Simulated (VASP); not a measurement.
# Cu (Fm-3m) in VASP: a series of runs, part 2 of 2

VASP 6.6.1. Earlier steps stand in the parts before.

## 3. Single point, PBE

This run uses another cell than the first one, of 11.34 Å³/atom, 1.021 times its volume.

Contents of INCAR:

```
SYSTEM = Cu
ALGO     = Normal         ! electronic algorithm
EDIFF    = 1E-6           ! SCF threshold, eV
ENCUT    = 520            ! plane-wave cutoff, eV
GGA      = PE             ! functional
ISIF     = 2              ! what is computed and relaxed
ISMEAR   = -1             ! smearing method
LASPH    = .TRUE.         ! aspherical terms in the spheres
LCHARG   = .TRUE.         ! write CHGCAR
LELF     = .TRUE.         ! ELF
LREAL    = .FALSE.        ! projectors in reciprocal space
LVHAR    = .TRUE.       
LWAVE    = .FALSE.        ! write WAVECAR
NBANDS   = 12             ! bands
NELM     = 80             ! most SCF steps
PREC     = Accurate       ! precision mode
SIGMA    = 0.15           ! smearing width, eV
```

Contents of KPOINTS:

```
k-points
0
G
  16 16 16
  0 0 0
```

Contents of POSCAR:

```
Cu
1.0
    0.0000000000      1.7830713297      1.7830713297
    1.7830713297      0.0000000000      1.7830713297
    1.7830713297      1.7830713297      0.0000000000
Cu
1
Direct
    0.0000000000      0.0000000000      0.0000000000
```

Potentials or basis: VASP PAW PBE potentials, release 64 (Cu).

Launch:

```bash
> cat potpaw_PBE.64/Cu/POTCAR > POTCAR
> mpirun -np 1 vasp_std > vasp.out
```

OUTCAR:

```text
SYSTEM = Cu
   EDIFF = 1E-6
   ENCUT = 520
   GGA = PE
   ISIF = 2
   ISMEAR = -1
   LASPH = .TRUE.
   LREAL = .FALSE.
   NELM = 80
   PREC = Accurate

 ion  position               nearest neighbor table
   1  0.000  0.000  0.000-

  LATTYP: Found a face centered cubic cell.
 ALAT       =     3.5661426594

  Lattice vectors:

 A1 = (   0.0000000000,   1.7830713297,   1.7830713297)
 A2 = (   1.7830713297,   0.0000000000,   1.7830713297)
[... 538 lines left out ...]
     12      37.2951      0.00000

 [... further k-points ...]

------------------------ aborting loop because EDIFF is reached ----------------------------------------

  FORCE on cell =-STRESS in cart. coord.  units (eV):
  Direction    XX          YY          ZZ          XY          YZ          ZX
  --------------------------------------------------------------------------------------
  -------------------------------------------------------------------------------------
  Total        0.6512451      0.6512451      0.6512451      0.0000000      0.0000000      0.0000000
  in kB       92.0277723     92.0277723     92.0277723      0.0000000      0.0000000      0.0000000
  external PRESSURE =      92.0277723 kB  Pullay stress =       0.0000000 kB

 VOLUME and BASIS-vectors are now :
 -----------------------------------------------------------------------------
  energy-cutoff  :      520.00
  volume of cell :       11.34
      direct lattice vectors                 reciprocal lattice vectors
     0.000000000  1.783071330  1.783071330    -0.280415030  0.280415030  0.280415030
     1.783071330  0.000000000  1.783071330     0.280415030 -0.280415030  0.280415030
     1.783071330  1.783071330  0.000000000     0.280415030  0.280415030 -0.280415030

 POSITION                                       TOTAL-FORCE (eV/Angst)
 -----------------------------------------------------------------------------------
      0.00000      0.00000      0.00000         0.000000     -0.000000     -0.000000
 -----------------------------------------------------------------------------------
    total drift:                                0.000000      0.000000      0.000000

  FREE ENERGIE OF THE ION-ELECTRON SYSTEM (eV)
  ---------------------------------------------------
  free  energy   TOTEN  =        -3.7209272761 eV

  energy  without entropy=       -3.6988730475  energy(sigma->0) =       -3.70990016
```

It took 25 s on 1 thread of Intel Xeon 8259CL, shared host; peak memory 0.14 GiB.

What came out:

```
Free energy : -3.7209 eV
Pressure    : 9.2 GPa
```

## 4. Single point, PBE

This run uses another cell than the first one, of 11.57 Å³/atom, 1.043 times its volume.

Contents of INCAR:

```
ALGO     = Normal         # electronic algorithm
EDIFF    = 1E-6           # SCF threshold, eV
ENCUT    = 520            # plane-wave cutoff, eV
GGA      = PE             # functional
ISIF     = 2              # what is computed and relaxed
ISMEAR   = -1             # smearing method
LASPH    = True           # aspherical terms in the spheres
LCHARG   = False          # write CHGCAR
LREAL    = False          # projectors in reciprocal space
LWAVE    = False          # write WAVECAR
NBANDS   = 12             # bands
NELM     = 80             # most SCF steps
PREC     = Accurate       # precision mode
SIGMA    = 0.15           # smearing width, eV
```

Contents of KPOINTS:

```
k-points
0
Gamma
  16 16 16
```

Contents of POSCAR:

```
Cu
1.0
    0.0000000000      1.7953687620      1.7953687620
    1.7953687620      0.0000000000      1.7953687620
    1.7953687620      1.7953687620      0.0000000000
Cu
1
Direct
    0.0000000000      0.0000000000      0.0000000000
```

Launch:

```bash
> cat potpaw_PBE.64/Cu/POTCAR > POTCAR
> mpirun -np 1 vasp_std > vasp.out
```

Wall time 26 s (1 thread of Intel Xeon 8259CL, shared host); peak memory 0.14 GiB.

It converged, with:

| Property | Result |
| --- | --- |
| Free energy | -3.7319 eV |
| Pressure | 5.6 GPa |

Levels at points of the mesh, in eV from the Fermi level:
| k point | band 2 | band 3 | band 4 | band 5 | band 6 | band 7 | band 8 | band 9 | band 10 | band 11 |
| --- | --- | --- | --- | --- | --- | --- | --- | --- | --- | --- |
| (0.00, 0.00, 0.00) | -3.09 | -3.09 | -3.09 | -2.25 | -2.25 | 22.75 | 25.56 | 25.56 | 25.56 | 28.07 |
| (0.50, 0.00, 0.00) | -3.13 | -3.13 | -1.66 | -1.66 | -1.06 | 3.86 | 21.24 | 22.39 | 22.39 | 25.37 |
| (0.50, 0.50, 0.00) | -4.53 | -1.68 | -1.51 | -1.51 | 1.48 | 7.25 | 13.24 | 13.24 | 17.78 | 20.59 |

## 5. Single point, PBE

This run uses another cell than the first one, of 11.81 Å³/atom, 1.064 times its volume.

Contents of INCAR:

```
PREC = Accurate
ENCUT = 520
EDIFF = 1E-7
ISMEAR = -1
SIGMA = 0.15
LREAL = F
LASPH = T
NELM = 100
ALGO = Normal
ISIF = 2
LWAVE = F
LCHARG = F
GGA = PE
NBANDS = 12
```

Contents of KPOINTS:

```
regular mesh
0
Gamma
  16 16 16
```

Contents of POSCAR:

```
Cu
1.0
    0.0000000000      1.8075000000      1.8075000000
    1.8075000000      0.0000000000      1.8075000000
    1.8075000000      1.8075000000      0.0000000000
Cu
1
Direct
    0.0000000000      0.0000000000      0.0000000000
```

Launch:

```bash
> cat potpaw_PBE.64/Cu/POTCAR > POTCAR
> mpirun -np 1 vasp_std > vasp.out
```

Wall time 27 s (1 thread of Intel Xeon 8259CL, shared host); peak memory 0.13 GiB.

It converged, with:

| Item | Value |
| --- | --- |
| Free energy | -3.7379 eV |
| Pressure | 2.4 GPa |

Levels at points of the mesh, in eV from the Fermi level:
| k point | band 3 | band 4 | band 5 | band 6 | band 7 | band 8 | band 9 | band 10 |
| --- | --- | --- | --- | --- | --- | --- | --- | --- |
| (0.00, 0.00, 0.00) | -3.03 | -3.03 | -2.21 | -2.21 | 22.60 | 25.24 | 25.24 | 25.24 |
| (0.50, 0.00, 0.00) | -3.06 | -1.64 | -1.64 | -1.00 | 3.76 | 21.09 | 22.07 | 22.07 |
| (0.50, 0.50, 0.00) | -1.66 | -1.50 | -1.50 | 1.50 | 7.11 | 13.08 | 13.08 | 17.58 |

## 6. Single point, PBE

This run uses another cell than the first one, of 12.05 Å³/atom, 1.085 times its volume.

Contents of INCAR:

```
SYSTEM = Cu
ALGO = Normal
EDIFF = 1E-7
ENCUT = 520
GGA = PE
ISIF = 2
ISMEAR = -1
LASPH = .True.
LCHARG = .False.
LREAL = .False.
LWAVE = .False.
NBANDS = 12
NELM = 60
PREC = Accurate
SIGMA = 0.15
```

Contents of KPOINTS:

```
k-points
0
Gamma
  16 16 16
  0 0 0
```

Contents of POSCAR:

```
Cu
1.0
    0.0000000000      1.8194705475      1.8194705475
    1.8194705475      0.0000000000      1.8194705475
    1.8194705475      1.8194705475      0.0000000000
Cu
1
Direct
    0.0000000000      0.0000000000      0.0000000000
```

Potentials or basis: VASP PAW PBE potentials, release 64 (Cu).

Launch:

```bash
> cat potpaw_PBE.64/Cu/POTCAR > POTCAR
> mpirun -np 1 vasp_std > vasp.out
```

Run time: 31 s. Hardware: 1 thread of Intel Xeon 8259CL, shared host; peak memory 0.13 GiB.

It converged, with:

| Property | Result |
| --- | --- |
| Free energy | -3.7395 eV |
| Pressure | -0.4 GPa |

Levels at points of the mesh, in eV from the Fermi level:
```tsv
k point	band 2	band 3	band 4	band 5	band 6	band 7	band 8	band 9	band 10	band 11
(0.00, 0.00, 0.00)	-2.97	-2.97	-2.97	-2.17	-2.17	22.44	24.93	24.93	24.93	27.41
(0.50, 0.00, 0.00)	-3.00	-3.00	-1.62	-1.62	-0.94	3.66	20.94	21.77	21.77	24.80
(0.50, 0.50, 0.00)	-4.32	-1.64	-1.48	-1.48	1.52	6.98	12.93	12.93	17.38	19.94
```

## 7. The runs side by side

```tsv
cell	gap on the mesh (eV)	pressure (GPa)
a = 2.504 Å, angles 60.0°, 1 atom	none	13.3
a = 2.522 Å, angles 60.0°, 1 atom	none	9.2
a = 2.539 Å, angles 60.0°, 1 atom	none	5.6
a = 2.556 Å, angles 60.0°, 1 atom	none	2.4
a = 2.573 Å, angles 60.0°, 1 atom	none	-0.4
```

Alike in all rows: task single point; level PBE; potentials or basis VASP PAW PBE potentials, release 64 (Cu); no spin polarisation; k mesh 16 × 16 × 16; cutoff (eV) 520; smearing fermi-dirac 0.15 eV.

Total energies depend on the potentials used, so only differences within one code and one set of settings carry meaning.
